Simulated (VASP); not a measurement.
# AlN: relaxation of cell and atoms with r2SCAN

AlN:

```xyz
8
Lattice="3.1207 0.0000 0.0000 -1.5603 2.7026 0.0000 0.0000 0.0000 10.1114" Properties=species:S:1:pos:R:3 pbc="T T T"
Al    0.0000    0.0000   -0.0127
Al    0.0000    1.8017    2.5262
Al    0.0000    0.0000    5.0431
Al    1.5603    0.9009    7.5819
N     0.0000    0.0000    1.9031
N     0.0000    1.8017    4.4309
N     0.0000    0.0000    6.9589
N     1.5603    0.9009    9.4866
```

```
Program                : VASP 6.6.1
Task                   : relaxation of cell and atoms
Functional             : r2SCAN
Potentials or basis    : VASP PAW PBE potentials, release 64 (Al, N)
Cutoff                 : 600 eV
k mesh                 : 12 × 12 × 2
Occupations            : fermi-dirac, width 0.02 eV
Spin                   : no spin polarisation
Dipole correction      : no
Further INCAR settings : ALGO = Normal; EDIFF = 1e-07; IBRION = 2; EDIFFG = -0.005; NSW = 80; ISIF = 3
```

```yaml
Relaxed_volume: 10.40 Å³/atom
Relaxed_cell: a = 3.095 Å, b = 3.095 Å, c = 10.030 Å, α = 90.00°, β = 90.00°, γ = 120.00°
Space_group_after_relaxing_to_0.05_Å: P6_3mc (No. 186)
Energy_gained_by_relaxing: 4.0 meV/atom
Ionic_steps: 4
Pressure_after_relaxing: 0.0 GPa
Largest_force_after_relaxing: 0.005 eV/Å
Band_gap_on_the_k_mesh: 4.67 eV, indirect (least direct gap 4.92 eV)
```

Forces in eV/Å, atoms in the order of the input:
```
Al   0.000  0.000 -0.001
Al   0.000  0.000  0.000
Al   0.000  0.000 -0.001
Al   0.000  0.000  0.000
N    0.000  0.000 -0.004
N    0.000  0.000  0.005
N    0.000  0.000 -0.004
N    0.000  0.000  0.005
```

Stress tensor (GPa, compression positive):
```
 0.05  0.00  0.00
 0.00  0.05  0.00
 0.00  0.00 -0.04
```

Step by step:
```csv
step,energy change (eV),largest force (eV/Å),pressure (GPa),volume (Å³)
1,0.0000,0.0103,-4.94,85.28
2,-0.0003,0.0173,5.24,81.29
3,-0.0320,0.0046,-0.08,83.25
4,-0.0320,0.0049,0.02,83.21
```

Final structure:
```
CELL_PARAMETERS angstrom
3.09513 0.00000 0.00000
-1.54757 2.68047 0.00000
0.00000 0.00000 10.03010
ATOMIC_POSITIONS crystal
Al 0.00000 0.00000 0.99876
Al 0.33333 0.66667 0.24986
Al 0.00000 0.00000 0.49876
Al 0.66667 0.33333 0.74986
N 0.00000 0.00000 0.18820
N 0.33333 0.66667 0.43819
N 0.00000 0.00000 0.68820
N 0.66667 0.33333 0.93819
```

Levels at points of the mesh, in eV from the valence-band top:
| k point | band 12 | band 13 | band 14 | band 15 | band 16 | band 17 | band 18 | band 19 | band 20 | band 21 |
| --- | --- | --- | --- | --- | --- | --- | --- | --- | --- | --- |
| (0.00, 0.00, 0.00) | -0.36 | -0.36 | -0.09 | -0.09 | 0.00 | 4.92 | 7.12 | 7.40 | 7.91 | 11.17 |
| (0.50, 0.00, 0.00) | -1.35 | -1.32 | -1.29 | -0.77 | -0.58 | 4.67 | 5.36 | 7.79 | 8.05 | 8.90 |
| (0.00, 0.00, 0.50) | -0.58 | -0.18 | -0.18 | -0.18 | -0.18 | 5.87 | 5.87 | 7.87 | 7.87 | 11.15 |
| (0.50, 0.00, 0.50) | -1.78 | -1.34 | -1.34 | -0.82 | -0.82 | 5.24 | 5.24 | 7.42 | 7.42 | 9.63 |

It took 21 min on 1 thread of Intel(R) Xeon(R) Platinum 8259CL CPU @ 2.50GHz (Skylake/Cascade Lake), with other jobs on the host, peak memory 0.3 GiB.

Caveat: the PAW data sets were made with another functional, which shifts forces and pressure a little. r2SCAN opens gaps a little over a GGA but as a rule still falls short of measured ones.
